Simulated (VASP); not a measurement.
# Sr (P6_3/mmc) in VASP: notebook

Sr is run at these levels: PBE; tasks: single point, relaxation of cell and atoms.

Program: VASP 6.6.1. These are calculated values, not measurements. Logs are shortened: lines on timing, memory, paths and dates and some standing lists are left out, and cuts for length are marked.

**1. The cell of the first run**

It takes space group P6_3/mmc (No. 194, hexagonal). Conventional cell: a = 4.265 Å, b = 4.265 Å, c = 7.024 Å, α = 90.00°, β = 90.00°, γ = 120.00°. Sr (site symmetry -6m2) has 12 Sr at 4.26 to 4.29 Å within 5.6 Å.

This isn't the form of Sr at room conditions, which is fcc.

**2. Single point, PBE**

INCAR

```
SYSTEM = Sr
PREC = Accurate
ENCUT = 520
EDIFF = 1E-7
ISMEAR = -1
SIGMA = 0.05
LREAL = .FALSE.
LASPH = .TRUE.
NELM = 80
ALGO = Normal
ISIF = 2
LWAVE = .FALSE.
LCHARG = .FALSE.
GGA = PE
NBANDS = 17
```

KPOINTS

```
regular mesh
0
G
  11 11 6
  0 0 0
```

POSCAR

```
Sr
1.0
    4.2649774785      0.0000000000      0.0000000000
   -2.1324887393      3.6935788429      0.0000000000
    0.0000000000      0.0000000000      7.0236142044
Sr
2
Direct
    0.3333333333      0.6666666667      0.2500000000
    0.6666666667      0.3333333333      0.7500000000
```

Potentials or basis: VASP PAW PBE potentials, release 64 (Sr_sv).

The run is started by

```bash
$ cat potpaw_PBE.64/Sr_sv/POTCAR > POTCAR
$ mpirun -np 1 vasp_std > vasp.out
```

OUTCAR:

```text
SYSTEM = Sr
   PREC = Accurate
   ENCUT = 520
   EDIFF = 1E-7
   ISMEAR = -1
   LREAL = .FALSE.
   LASPH = .TRUE.
   NELM = 80
   ISIF = 2
   GGA = PE

 ion  position               nearest neighbor table
   1  0.333  0.667  0.250-   2 4.29   2 4.29   2 4.29   2 4.29   2 4.29   2 4.29
   2  0.667  0.333  0.750-   1 4.29   1 4.29   1 4.29   1 4.29   1 4.29   1 4.29

  LATTYP: Found a hexagonal cell.
 ALAT       =     4.2649774785
 C/A-ratio  =     1.6468115576

  Lattice vectors:

 A1 = (   4.2649774785,   0.0000000000,   0.0000000000)
 A2 = (  -2.1324887393,   3.6935788429,   0.0000000000)
 A3 = (   0.0000000000,   0.0000000000,   7.0236142044)

Analysis of symmetry for initial positions (statically):
=====================================================================
 Subroutine PRICEL returns:
 Original cell was already a primitive cell.

 Routine SETGRP: Setting up the symmetry group for a
 hexagonal supercell.

 Subroutine GETGRP returns: Found 24 space group operations
 (whereof 12 operations were pure point group operations)
 out of a pool of 24 trial point group operations.

The static configuration has the point symmetry D_3d.
 The point group associated with its full space group is D_6h.

Analysis of symmetry for dynamics (positions and initial velocities):
=====================================================================
 Subroutine PRICEL returns:
 Original cell was already a primitive cell.

 Routine SETGRP: Setting up the symmetry group for a
 hexagonal supercell.

 Subroutine GETGRP returns: Found 24 space group operations
 (whereof 12 operations were pure point group operations)
 out of a pool of 24 trial point group operations.

The dynamic configuration has the point symmetry D_3d.
 The point group associated with its full space group is D_6h.

 Subroutine INISYM returns: Found 24 space group operations
 (whereof 12 operations are pure point group operations),
 and found     1 'primitive' translations

----------------------------------------------------------------------------------------

                                     Primitive cell

  volume of cell :     110.6432

  direct lattice vectors                    reciprocal lattice vectors
     4.264977478  0.000000000  0.000000000     0.234467827  0.135370063  0.000000000
    -2.132488739  3.693578843  0.000000000     0.000000000  0.270740126  0.000000000
     0.000000000  0.000000000  7.023614204     0.000000000  0.000000000  0.142376841

  length of vectors
     4.264977478  4.264977478  7.023614204     0.270740126  0.270740126  0.142376841

  position of ions in fractional coordinates (direct lattice)
     0.333333333  0.666666667  0.250000000
     0.666666667  0.333333333  0.750000000

  ion indices of the primitive-cell ions
   primitive index   ion index
                 1           1
                 2           2

----------------------------------------------------------------------------------------

 KPOINTS: regular mesh

Automatic generation of k-mesh.
 Grid dimensions read from file:
 generate k-points for:   11   11    6

 Generating k-lattice:

  Cartesian coordinates                     Fractional coordinates (reciprocal lattice)
     0.021315257  0.012306369  0.000000000     0.090909091  0.000000000  0.000000000
     0.000000000  0.024612739  0.000000000     0.000000000  0.090909091  0.000000000
     0.000000000  0.000000000  0.023729473     0.000000000  0.000000000  0.166666667

  Length of vectors
     0.024612739  0.024612739  0.023729473

  Shift w.r.t. Gamma in fractional coordinates (k-lattice)
     0.000000000  0.000000000  0.000000000

 Subroutine IBZKPT returns following result:
 ===========================================

 Found     64 irreducible k-points:

 Following reciprocal coordinates:
            Coordinates               Weight
  0.000000  0.000000  0.000000      1.000000
  0.090909  0.000000  0.000000      6.000000
  0.181818  0.000000  0.000000      6.000000
  0.272727  0.000000  0.000000      6.000000
  0.363636  0.000000  0.000000      6.000000
  0.454545  0.000000  0.000000      6.000000
[... 16 lines left out ...]
  0.090909  0.090909  0.166667     12.000000
  0.181818  0.090909  0.166667     24.000000
 [... further k-points ...]
   k-points           NKPTS =     64   k-points in BZ     NKDIM =     64   number of bands    NBANDS=     17
   number of dos      NEDOS =    301   number of ions     NIONS =      2
   total plane-waves  NPLWV =  55296
   dimension x,y,z NGX =    32 NGY =   32 NGZ =   54
   dimension x,y,z NGXF=    64 NGYF=   64 NGZF=  108
   ions per type =               2
   NGX,Y,Z   is equivalent  to a cutoff of  12.47, 12.47, 12.78 a.u.
   NGXF,Y,Z  is equivalent  to a cutoff of  24.95, 24.95, 25.56 a.u.
 SYSTEM =  Sr
   PREC   = accura    normal or accurate (medium, high low for compatibility)
   ISTART =      0    job   : 0-new  1-cont  2-samecut
   ICHARG =      2    charge: 1-file 2-atom 10-const
   ISPIN  =      1    spin polarized calculation?
   LNONCOLLINEAR =      F non collinear calculations
   LSORBIT =      F    spin-orbit coupling
   LASPH  =      T    aspherical Exc in radial PAW
   ENCUT  =  520.0 eV  38.22 Ry    6.18 a.u.   7.93  7.93 13.06*2*pi/ulx,y,z
   NELM   =     80;   NELMIN=  2; NELMDL= -5     # of ELM steps
   EDIFF  = 0.1E-06   stopping-criterion for ELM
   LREAL  =      F    real-space projection
   EDIFFG = 0.1E-05   stopping-criterion for IOM
   NSW    =      0    number of steps for IOM
   IBRION =     -1    ionic relax: 0-MD 1-quasi-New 2-CG
   NFREE  =      0    steps in history (QN), initial steepest desc. (CG)
   ISIF   =      2    stress and relaxation
   ISYM   =      2    0-nonsym 1-usesym 2-fastsym
   POTIM  = 0.5000    time-step for ionic-motion
   TEBEG  =    0.0;   TEEND  =   0.0 temperature during run
   PSTRESS=    0.0 pullay stress
   NELECT =      20.0000    total number of electrons
   NUPDOWN=      -1.0000    fix difference up-down
   EMIN   =  10.00;   EMAX   =-10.00  energy-range for DOS
   EFERMI =   0.00;   METHOD = LEGACY
   ISMEAR =    -1;   SIGMA  =   0.05  broadening in eV -4-tet -1-fermi 0-gaus
   EFERMI_NEDOS =   21; number of points for ismear=-14 and -15
   IALGO  =     38    algorithm
   IMIX   =      4    mixing-type and parameters
     AMIX     =   0.40;   BMIX     =  1.00
     AMIX_MAG =   1.60;   BMIX_MAG =  1.00
  volume/ion in A,a.u.               =      55.32       373.33
  Fermi-wavevector in a.u.,A,eV,Ry     =   0.925642  1.749211 11.657660  0.856814
  Thomas-Fermi vector in A             =   2.051519
   LORBIT       =      0    0 simple, 1 ext, 2 COOP (PROOUT), +10 PAW based schemes
   GGA     = PE    functional components
   LHFCALC =     F    Hartree Fock is set to
   AEXX    =    0.0000 exact exchange contribution
   IVDW    =     0    specifies the selected vdW correction
   LEPSILON=     F    determine dielectric tensor
   LRPA    =     F    only Hartree local field effects (RPA)
 non-spin polarized calculation
  energy-cutoff  :      520.00
  volume of cell :      110.64
 maximum number of plane-waves:      3006
 NGX is ok and might be reduce to    32
   NGX = 15   NGY = 15   NGZ = 27

 number of electron      20.0000001 magnetization

 Free energy of the ion-electron system (eV)
  ---------------------------------------------------
  ext. energy  EPLUGINS =         0.00000000
  ---------------------------------------------------
  free energy    TOTEN  =        -3.28031139 eV

  energy without entropy =       -3.25989955  energy(sigma->0) =       -3.27010547

 E-fermi :   1.5823     XC(G=0):  -7.3327

 val. band max:        1.5787930980   @ k =   0.0909   0.0000   0.0000
 cond. band min:       1.5855915150   @ k =   0.2727   0.0909   0.0000
 fundamental gap:      0.0067984170
 Fermi energy:         1.5822706329

 k-point     1 :       0.0000    0.0000    0.0000
  band No.  band energies     occupation
      1     -35.0638      2.00000
      2     -35.0509      2.00000
      3     -17.1369      2.00000
      4     -16.9792      2.00000
      5     -16.9792      2.00000
      6     -16.9541      2.00000
[... 9 lines left out ...]
     16       4.2640      0.00000
     17       4.8080      0.00000

 k-point     2 :       0.0909    0.0000    0.0000
  band No.  band energies     occupation
      1     -35.0629      2.00000
      2     -35.0503      2.00000
      3     -17.1319      2.00000
      4     -16.9911      2.00000
      5     -16.9830      2.00000
      6     -16.9665      2.00000
[... 9 lines left out ...]
     16       4.3766      0.00000
     17       4.5849      0.00000

 k-point     3 :       0.1818    0.0000    0.0000
  band No.  band energies     occupation
      1     -35.0602      2.00000
      2     -35.0490      2.00000
      3     -17.1177      2.00000
      4     -17.0232      2.00000
      5     -16.9990      2.00000
      6     -16.9927      2.00000
[... 9 lines left out ...]
     16       4.3480      0.00000
     17       4.3969      0.00000

 k-point     4 :       0.2727    0.0000    0.0000
  band No.  band energies     occupation
      1     -35.0566      2.00000
      2     -35.0475      2.00000
      3     -17.0970      2.00000
      4     -17.0654      2.00000
      5     -17.0405      2.00000
      6     -17.0050      2.00000
[... 9 lines left out ...]
     16       4.7313      0.00000
     17       4.8096      0.00000
[... 343 lines left out ...]
      1     -35.0502      2.00000
      2     -35.0462      2.00000
      3     -17.1329      2.00000
      4     -17.1067      2.00000
      5     -17.0441      2.00000
      6     -17.0198      2.00000
[... 9 lines left out ...]
     16       5.6250      0.00000
     17       5.7813      0.00000

 k-point    23 :       0.0909    0.0909    0.1667
  band No.  band energies     occupation
      1     -35.0603      2.00000
      2     -35.0502      2.00000
      3     -17.1128      2.00000
      4     -17.0079      2.00000
      5     -16.9997      2.00000
      6     -16.9848      2.00000
[... 9 lines left out ...]
     16       4.3901      0.00000
     17       4.7076      0.00000

 k-point    24 :       0.1818    0.0909    0.1667
  band No.  band energies     occupation
      1     -35.0572      2.00000
      2     -35.0487      2.00000
      3     -17.1008      2.00000
      4     -17.0401      2.00000
      5     -17.0327      2.00000
      6     -16.9983      2.00000
[... 9 lines left out ...]
     16       4.5440      0.00000
     17       4.7813      0.00000

 [... further k-points ...]

------------------------ aborting loop because EDIFF is reached ----------------------------------------

  FORCE on cell =-STRESS in cart. coord.  units (eV):
  Direction    XX          YY          ZZ          XY          YZ          ZX
  --------------------------------------------------------------------------------------
  -------------------------------------------------------------------------------------
  Total        0.0075442      0.0075442     -0.0045808     -0.0000000      0.0000000     -0.0000000
  in kB        0.1092443      0.1092443     -0.0663328     -0.0000000      0.0000000     -0.0000000
  external PRESSURE =       0.0507186 kB  Pullay stress =       0.0000000 kB

 VOLUME and BASIS-vectors are now :
 -----------------------------------------------------------------------------
  energy-cutoff  :      520.00
  volume of cell :      110.64
      direct lattice vectors                 reciprocal lattice vectors
     4.264977478  0.000000000  0.000000000     0.234467827  0.135370063  0.000000000
    -2.132488739  3.693578843  0.000000000     0.000000000  0.270740126  0.000000000
     0.000000000  0.000000000  7.023614204     0.000000000  0.000000000  0.142376841

 POSITION                                       TOTAL-FORCE (eV/Angst)
 -----------------------------------------------------------------------------------
     -0.00000      2.46239      1.75590        -0.000000      0.000000     -0.000000
      2.13249      1.23119      5.26771         0.000000     -0.000000      0.000000
 -----------------------------------------------------------------------------------
    total drift:                               -0.000000      0.000000     -0.000000

  FREE ENERGIE OF THE ION-ELECTRON SYSTEM (eV)
  ---------------------------------------------------
  free  energy   TOTEN  =        -3.2803113890 eV

  energy  without entropy=       -3.2598995499  energy(sigma->0) =       -3.27010547
```

It took 1.8 min on 1 thread of Intel Xeon 8259CL, shared host; peak memory 0.28 GiB.

Results:

```yaml
Free_energy: -3.2803 eV
Pressure: 0.0 GPa
Band_gap_on_the_k_mesh: zero (bands 10 and 11 overlap by 0.12 eV)
```

**3. Single point, PBE**

INCAR

```
SYSTEM = Sr
PREC = Accurate
ENCUT = 520
EDIFF = 1E-6
ISMEAR = -1
SIGMA = 0.05
LREAL = .False.
LASPH = .True.
NELM = 100
ALGO = Normal
ISIF = 2
LWAVE = .False.
LCHARG = .False.
GGA = PE
NBANDS = 17
```

KPOINTS

```
regular mesh
0
Gamma
  11 11 6
  0 0 0
```

POSCAR

```
Sr
1.0
    4.2649774784      0.0000000000      0.0000000000
   -2.1324887392      3.6935788429      0.0000000000
    0.0000000000      0.0000000000      7.0236142044
Sr
2
Direct
    0.3333333333      0.6666666667      0.2500000000
    0.6666666667      0.3333333333      0.7500000000
```

Potentials or basis: VASP PAW PBE potentials, release 64 (Sr_sv).

The run is started by

```bash
$ cat potpaw_PBE.64/Sr_sv/POTCAR > POTCAR
$ mpirun -np 1 vasp_std > vasp.out
```

Run time: 80 s. Hardware: 1 thread of Intel Xeon 8259CL, shared host; peak memory 0.28 GiB.

It converged, with:

```
Free energy            : -3.2803 eV
Pressure               : 0.0 GPa
Band gap on the k mesh : zero (bands 10 and 11 overlap by 0.12 eV)
```

Levels at points of the mesh, in eV from the Fermi level:
| k point | band 8 | band 9 | band 10 | band 11 | band 12 | band 13 |
| --- | --- | --- | --- | --- | --- | --- |
| (0.00, 0.00, 0.00) | -18.53 | -3.66 | -1.17 | 0.01 | 2.24 | 2.29 |
| (0.00, 0.00, 0.50) | -18.55 | -2.73 | -2.73 | 1.23 | 1.23 | 2.29 |

**4. Relaxation of cell and atoms, PBE**

This run uses another cell than the first one, of 55.04 Å³/atom.

INCAR

```
  PREC = Accurate
  ENCUT = 600
  EDIFF = 1E-6
  ISMEAR = -1
  SIGMA = 0.05
  LREAL = False
  LASPH = True
  NELM = 60
  ALGO = Normal
  ISIF = 3
  LWAVE = False
  LCHARG = False
  GGA = PE
  IBRION = 2
  NSW = 60
  EDIFFG = -0.005
```

KPOINTS

```
regular mesh
0
Gamma
  11 11 6
```

POSCAR

```
Sr
1.0
    4.2810890167      0.0000000000      0.0000000000
   -2.1405445084      3.7075318444      0.0000000000
    0.0000000000      0.0000000000      6.9353642071
Sr
2
Direct
    0.3333333333      0.6666666667      0.2500000000
    0.6666666667      0.3333333333      0.7500000000
```

The run is started by

```bash
$ cat potpaw_PBE.64/Sr_sv/POTCAR > POTCAR
$ mpirun -np 1 vasp_std > vasp.out
```

Run time: 9.2 min. Hardware: 1 thread of Intel Xeon 8259CL, shared host; peak memory 0.34 GiB.

It converged, with:

* Free energy: -3.2802 eV
* Relaxed volume: 55.33 Å³/atom
* Relaxed cell: a = 4.266 Å, b = 4.266 Å, c = 7.020 Å, α = 90.00°, β = 90.00°, γ = 120.00°
* Space group after relaxing (to 0.1 Å): P6_3/mmc (No. 194)
* Energy gained by relaxing: 0.6 meV/atom
* Ionic steps: 9
* Pressure after relaxing: 0.0 GPa
* Band gap on the k mesh: zero (bands 10 and 11 overlap by 0.12 eV)

The path:
| step | energy change (eV) | largest force (eV/Å) | pressure (GPa) | volume (Å³) |
| --- | --- | --- | --- | --- |
| 1 | 0.0000 | 0.0000 | 0.06 | 110.08 |
| 2 | -0.0007 | 0.0000 | 0.03 | 110.43 |
| 3 | -0.0013 | 0.0000 | -0.04 | 111.09 |
| 4 | -0.0013 | 0.0000 | -0.04 | 111.05 |
| 5 | -0.0011 | 0.0000 | 0.00 | 110.74 |
| 6 | -0.0013 | 0.0000 | -0.02 | 111.00 |
| 7 | -0.0013 | 0.0000 | -0.02 | 111.02 |
| 8 | -0.0013 | 0.0000 | -0.01 | 110.84 |
| 9 | -0.0013 | 0.0000 | 0.01 | 110.66 |

Final structure:
```xyz
2
Lattice="4.2663 0.0000 0.0000 -2.1332 3.6948 0.0000 0.0000 0.0000 7.0199" Properties=species:S:1:pos:R:3 pbc="T T T"
Sr    0.0000    2.4632    1.7550
Sr    2.1332    1.2316    5.2649
```

Levels at points of the mesh, in eV from the Fermi level:
```
           k point  band 8  band 9  band 10  band 11  band 12  band 13
(0.00, 0.00, 0.00)  -18.53   -3.66    -1.17     0.01     2.25     2.28
(0.00, 0.00, 0.50)  -18.55   -2.73    -2.73     1.23     1.23     2.28
```
